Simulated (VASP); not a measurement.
# CdI2 (P-3m1) in VASP: settings compared, part 2 of 2

VASP 6.6.1. The steps go on from the part before.

## Step 3: Electric field gradients, r2SCAN

POSCAR

```
CdI2
1.0
    4.2893500964      0.0000000000      0.0000000000
   -2.1446750482      3.7146861492      0.0000000000
    0.0000000000      0.0000000000     36.3727908300
Cd I
5 10
Direct
    0.6666666667      0.3333333333      0.8001474000
    0.0000000000      0.0000000000      0.4000643900
    0.3333333333      0.6666666667      0.1998526000
    0.0000000000      0.0000000000      0.5999356100
    0.0000000000      0.0000000000      0.0000000000
    0.6666666667      0.3333333333      0.9526825100
    0.3333333333      0.6666666667      0.0473174900
    0.6666666667      0.3333333333      0.1525591000
    0.3333333333      0.6666666667      0.4473104500
    0.3333333333      0.6666666667      0.8474409000
    0.6666666667      0.3333333333      0.3526811300
    0.0000000000      0.0000000000      0.7527997600
    0.3333333333      0.6666666667      0.6473188700
    0.6666666667      0.3333333333      0.5526895500
    0.0000000000      0.0000000000      0.2472002400
```

INCAR.step1

```
ALGO     = Normal         # electronic algorithm
EDIFF    = 1E-5           # SCF threshold, eV
ENCUT    = 440            # plane-wave cutoff, eV
GGA      = PE             # functional
GGA_COMPAT= False        
ISMEAR   = -1             # smearing method
LASPH    = True           # aspherical terms in the spheres
LCHARG   = False          # write CHGCAR
LREAL    = False          # projectors in reciprocal space
LWAVE    = True           # write WAVECAR
NBANDS   = 78             # bands
NELM     = 120            # most SCF steps
PREC     = Accurate       # precision mode
SIGMA    = 0.02           # smearing width, eV
```

INCAR.step2

```
ALGO     = Normal         # electronic algorithm
EDIFF    = 1E-7           # SCF threshold, eV
ENCUT    = 440            # plane-wave cutoff, eV
GGA_COMPAT= False        
ISIF     = 2              # what is computed and relaxed
ISMEAR   = -1             # smearing method
ISTART   = 1            
LASPH    = True           # aspherical terms in the spheres
LCHARG   = False          # write CHGCAR
LEFG     = True         
LMIXTAU  = True         
LREAL    = False          # projectors in reciprocal space
LWAVE    = False          # write WAVECAR
METAGGA  = R2SCAN         # meta-GGA
NBANDS   = 78             # bands
NELM     = 120            # most SCF steps
PREC     = Accurate       # precision mode
SIGMA    = 0.02           # smearing width, eV
```

KPOINTS

```
k-points
0
Gamma
  8 8 1
```

Potentials or basis: VASP PAW PBE potentials, release 64 (Cd, I).

Launch:

```sh
> cat potpaw_PBE.64/Cd/POTCAR potpaw_PBE.64/I/POTCAR > POTCAR
> cp INCAR.step1 INCAR
> mpirun -np 1 vasp_std > vasp.out
> cp INCAR.step2 INCAR
> mpirun -np 1 vasp_std > vasp.out
```

OUTCAR:

```text
EDIFF = 1E-7
   ENCUT = 440
   ISIF = 2
   ISMEAR = -1
   ISTART = 1
   LASPH = True
   LREAL = False
   METAGGA = R2SCAN
   NELM = 120
   PREC = Accurate

 ion  position               nearest neighbor table
   1  0.667  0.333  0.800-  10 3.02  10 3.02  10 3.02  12 3.02  12 3.02  12 3.02
   2  0.000  0.000  0.400-   9 3.01   9 3.01   9 3.01  11 3.02  11 3.02  11 3.02
   3  0.333  0.667  0.200-   8 3.02   8 3.02   8 3.02  15 3.02  15 3.02  15 3.02
   4  0.000  0.000  0.600-  14 3.01  14 3.01  14 3.01  13 3.02  13 3.02  13 3.02
   5  0.000  0.000  0.000-   6 3.02   7 3.02   7 3.02   6 3.02   6 3.02   7 3.02
   6  0.667  0.333  0.953-   5 3.02   5 3.02   5 3.02
   7  0.333  0.667  0.047-   5 3.02   5 3.02   5 3.02
   8  0.667  0.333  0.153-   3 3.02   3 3.02   3 3.02
   9  0.333  0.667  0.447-   2 3.01   2 3.01   2 3.01
  10  0.333  0.667  0.847-   1 3.02   1 3.02   1 3.02
  11  0.667  0.333  0.353-   2 3.02   2 3.02   2 3.02
  12  0.000  0.000  0.753-   1 3.02   1 3.02   1 3.02
  13  0.333  0.667  0.647-   4 3.02   4 3.02   4 3.02
  14  0.667  0.333  0.553-   4 3.01   4 3.01   4 3.01
  15  0.000  0.000  0.247-   3 3.02   3 3.02   3 3.02

  LATTYP: Found a hexagonal cell.
 ALAT       =     4.2893500964
 C/A-ratio  =     8.4797906472

  Lattice vectors:

 A1 = (   4.2893500964,   0.0000000000,   0.0000000000)
 A2 = (  -2.1446750482,   3.7146861492,   0.0000000000)
 A3 = (   0.0000000000,   0.0000000000,  36.3727908300)

Analysis of symmetry for initial positions (statically):
=====================================================================
 Subroutine PRICEL returns:
 Original cell was already a primitive cell.

 Routine SETGRP: Setting up the symmetry group for a
 hexagonal supercell.

 Subroutine GETGRP returns: Found 12 space group operations
 (whereof 12 operations were pure point group operations)
 out of a pool of 24 trial point group operations.

The static configuration has the point symmetry D_3d.

Analysis of symmetry for dynamics (positions and initial velocities):
=====================================================================
 Subroutine PRICEL returns:
 Original cell was already a primitive cell.

 Routine SETGRP: Setting up the symmetry group for a
 hexagonal supercell.

 Subroutine GETGRP returns: Found 12 space group operations
 (whereof 12 operations were pure point group operations)
 out of a pool of 24 trial point group operations.

The dynamic configuration has the point symmetry D_3d.

 Subroutine INISYM returns: Found 12 space group operations
 (whereof 12 operations are pure point group operations),
 and found     1 'primitive' translations

----------------------------------------------------------------------------------------

                                     Primitive cell

  volume of cell :     579.5491

[... 958 lines left out ...]
  Direction    XX          YY          ZZ          XY          YZ          ZX
  --------------------------------------------------------------------------------------
  -------------------------------------------------------------------------------------
  Total       -0.2897816     -0.2897816     -0.7172838     -0.0000000     -0.0000000      0.0000000
  in kB       -0.8011081     -0.8011081     -1.9829481     -0.0000000     -0.0000000      0.0000000
  external PRESSURE =      -1.1950548 kB  Pullay stress =       0.0000000 kB

 VOLUME and BASIS-vectors are now :
 -----------------------------------------------------------------------------
  energy-cutoff  :      440.00
  volume of cell :      579.55
      direct lattice vectors                 reciprocal lattice vectors
     4.289350096  0.000000000  0.000000000     0.233135551  0.134600873  0.000000000
    -2.144675048  3.714686149  0.000000000     0.000000000  0.269201747  0.000000000
     0.000000000  0.000000000 36.372790830     0.000000000  0.000000000  0.027493079

 POSITION                                       TOTAL-FORCE (eV/Angst)
 -----------------------------------------------------------------------------------
      2.14468      1.23823     29.10359        -0.000000      0.000000     -0.004852
      0.00000      0.00000     14.55146        -0.000000     -0.000000     -0.015912
     -0.00000      2.47646      7.26920         0.000000     -0.000000      0.004852
      0.00000      0.00000     21.82133         0.000000      0.000000      0.015912
      0.00000      0.00000      0.00000        -0.000000     -0.000000      0.000000
      2.14468      1.23823     34.65172        -0.000000      0.000000      0.004525
     -0.00000      2.47646      1.72107         0.000000     -0.000000     -0.004525
      2.14468      1.23823      5.54900         0.000000     -0.000000      0.003555
     -0.00000      2.47646     16.26993        -0.000000      0.000000      0.002904
     -0.00000      2.47646     30.82379        -0.000000     -0.000000     -0.003555
      2.14468      1.23823     12.82800        -0.000000     -0.000000      0.012011
      0.00000      0.00000     27.38143        -0.000000      0.000000      0.007765
     -0.00000      2.47646     23.54479        -0.000000     -0.000000     -0.012011
      2.14468      1.23823     20.10286         0.000000     -0.000000     -0.002904
      0.00000      0.00000      8.99136         0.000000      0.000000     -0.007765
 -----------------------------------------------------------------------------------
    total drift:                                0.000000      0.000000      0.000000

  FREE ENERGIE OF THE ION-ELECTRON SYSTEM (eV)
  ---------------------------------------------------
  free  energy   TOTEN  =      -356.8473546265 eV

  energy  without entropy=     -356.8473546265  energy(sigma->0) =     -356.84735463

 Electric field gradients (V/A^2)
---------------------------------------------------------------------
 ion       V_xx      V_yy      V_zz      V_xy      V_xz      V_yz
---------------------------------------------------------------------
   1      -1.125    -1.126     2.251    -0.001    -0.000     0.000
   2      -1.144    -1.145     2.289    -0.001     0.000    -0.000
   3      -1.125    -1.126     2.251    -0.001    -0.000     0.000
   4      -1.144    -1.145     2.289    -0.001     0.000    -0.000
   5      -1.113    -1.114     2.226    -0.001     0.000    -0.000
   6      27.424    27.424   -54.848     0.000     0.000    -0.000
   7      27.424    27.424   -54.848     0.000     0.000    -0.000
   8      28.306    28.306   -56.612     0.000    -0.000     0.000
   9      28.257    28.257   -56.514     0.000     0.000    -0.000
  10      28.306    28.306   -56.612     0.000    -0.000     0.000
  11      27.816    27.817   -55.633     0.000     0.000    -0.000
  12      27.461    27.461   -54.922     0.000    -0.000     0.000
  13      27.816    27.817   -55.633     0.000     0.000    -0.000
  14      28.257    28.257   -56.514     0.000     0.000    -0.000
  15      27.461    27.461   -54.922     0.000    -0.000     0.000
---------------------------------------------------------------------

 Electric field gradients after diagonalization (V/A^2)
 (convention: |V_zz| > |V_xx| > |V_yy|)
----------------------------------------------------------------------
 ion       V_xx      V_yy      V_zz     asymmetry (V_yy - V_xx)/ V_zz
----------------------------------------------------------------------
   1      -1.126    -1.125     2.251       0.001
   2      -1.145    -1.144     2.289       0.001
   3      -1.126    -1.125     2.251       0.001
   4      -1.145    -1.144     2.289       0.001
   5      -1.114    -1.112     2.226       0.001
   6      27.424    27.423   -54.848       0.000
   7      27.424    27.423   -54.848       0.000
   8      28.306    28.305   -56.612       0.000
   9      28.257    28.256   -56.514       0.000
  10      28.306    28.305   -56.612       0.000
  11      27.817    27.816   -55.633       0.000
  12      27.462    27.460   -54.922       0.000
  13      27.817    27.816   -55.633       0.000
  14      28.257    28.256   -56.514       0.000
  15      27.462    27.460   -54.922       0.000
----------------------------------------------------------------------

           NMR quadrupolar parameters

 Cq : quadrupolar parameter    Cq=e*Q*V_zz/h
 eta: asymmetry parameters     (V_yy - V_xx)/ V_zz
 Q  : nuclear electric quadrupole moment in mb (millibarn)
----------------------------------------------------------------------
 ion       Cq(MHz)       eta       Q (mb)
----------------------------------------------------------------------
   1       0.005       0.001       1.000
   2       0.006       0.001       1.000
   3       0.005       0.001       1.000
   4       0.006       0.001       1.000
   5       0.005       0.001       1.000
   6      -0.133       0.000       1.000
   7      -0.133       0.000       1.000
   8      -0.137       0.000       1.000
   9      -0.137       0.000       1.000
  10      -0.137       0.000       1.000
  11      -0.135       0.000       1.000
  12      -0.133       0.000       1.000
  13      -0.135       0.000       1.000
  14      -0.137       0.000       1.000
  15      -0.133       0.000       1.000
----------------------------------------------------------------------
```

It took 42 min on 1 thread of Intel Xeon 6975P-C (Granite Rapids), shared host; peak memory 0.69 GiB.

What came out:

| Item | Value |
| --- | --- |
| Free energy | -356.8474 eV |
| Pressure | -0.1 GPa |
| Largest force | 0.016 eV/Å |
| Band gap on the k mesh | 2.77 eV, indirect (least direct gap 2.93 eV) |

Forces in eV/Å, atoms in the order of the input:
```
Cd   0.000  0.000 -0.005
Cd   0.000  0.000 -0.016
Cd   0.000  0.000  0.005
Cd   0.000  0.000  0.016
Cd   0.000  0.000  0.000
I    0.000  0.000  0.005
I    0.000  0.000 -0.005
I    0.000  0.000  0.004
I    0.000  0.000  0.003
I    0.000  0.000 -0.004
I    0.000  0.000  0.012
I    0.000  0.000  0.008
I    0.000  0.000 -0.012
I    0.000  0.000 -0.003
I    0.000  0.000 -0.008
```

Stress tensor (GPa, compression positive):
```
-0.08  0.00  0.00
 0.00 -0.08  0.00
 0.00  0.00 -0.20
```

Levels at points of the mesh, in eV from the valence-band top:
```csv
k point,band 63,band 64,band 65,band 66,band 67,band 68
"(0.00, 0.00, 0.00)",-0.03,-0.02,-0.02,3.03,3.34,3.34
"(0.50, 0.00, 0.00)",-0.21,-0.21,-0.16,2.77,2.79,2.90
```

Electric field gradients, principal values (V/Å²):
| atom | least | middle | greatest (by size) |
| --- | --- | --- | --- |
| 1 Cd | -1.125 | -1.126 | 2.251 |
| 2 Cd | -1.144 | -1.145 | 2.289 |
| 3 Cd | -1.125 | -1.126 | 2.251 |
| 4 Cd | -1.144 | -1.145 | 2.289 |
| 5 Cd | -1.112 | -1.114 | 2.226 |
| 6 I | 27.423 | 27.424 | -54.848 |
| 7 I | 27.423 | 27.424 | -54.848 |
| 8 I | 28.305 | 28.306 | -56.612 |
| 9 I | 28.256 | 28.257 | -56.514 |
| 10 I | 28.305 | 28.306 | -56.612 |
| 11 I | 27.816 | 27.817 | -55.633 |
| 12 I | 27.460 | 27.462 | -54.922 |
| 13 I | 27.816 | 27.817 | -55.633 |
| 14 I | 28.256 | 28.257 | -56.514 |
| 15 I | 27.460 | 27.462 | -54.922 |

Caveat: without QUAD_EFG the Cq values of the log hold for a quadrupole moment of 1 mb, not for the nuclei; the PAW data sets were made with another functional, which shifts forces and pressure a little; spin-orbit coupling is left out, which moves the levels of the heavy elements.
